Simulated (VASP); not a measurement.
Write the native input for VASP 6.6.1 that does the following.

| Quantity | Value |
| --- | --- |
| Task | single point |
| Functional | LDA |
| Potentials or basis | VASP PAW LDA potentials, release 64 (Li_sv, In_d) |
| Cutoff | 520 eV |
| k mesh | 5 × 5 × 5 |
| Occupations | methfessel-paxton, width 0.15 eV |
| Spin | no spin polarisation |
| Dipole correction | no |
| Further INCAR settings | ALGO = Normal; EDIFF = 1e-06; NBANDS = 29 |

The structure of LiIn3 lies in POSCAR:

```
LiIn3
1.0
    4.4928499200      0.0000000000      0.0000000000
    0.0000000000      4.4928499200      0.0000000000
    0.0000000000      0.0000000000      4.4928499200
Li In
1 3
Direct
    0.5000000000      0.5000000000      0.5000000000
    0.5000000000      0.0000000000      0.0000000000
    0.0000000000      0.5000000000      0.0000000000
    0.0000000000      0.0000000000      0.5000000000
```

One way to write it, as run:

INCAR

```
PREC = Accurate
ENCUT = 520
EDIFF = 1E-6
ISMEAR = 1
SIGMA = 0.15
LREAL = F
LASPH = T
NELM = 100
ALGO = Normal
ISIF = 2
LWAVE = F
LCHARG = F
NBANDS = 29
```

KPOINTS

```
Automatic mesh
0
Gamma
  5 5 5
```

Potentials or basis: VASP PAW LDA potentials, release 64 (Li_sv, In_d).

Command:

```bash
$ cat potpaw_LDA.64/Li_sv/POTCAR potpaw_LDA.64/In_d/POTCAR > POTCAR
$ mpirun -np 1 vasp_std > vasp.out
```

It gave:

```
Band gap on the k mesh : zero (bands 21 and 22 overlap by 3.24 eV)
```

Caveat: spin-orbit coupling is left out, which moves the levels of the heavy elements.

It took 42 s on 1 thread of AMD EPYC 7R13 (shared host), peak memory 0.15 GiB.
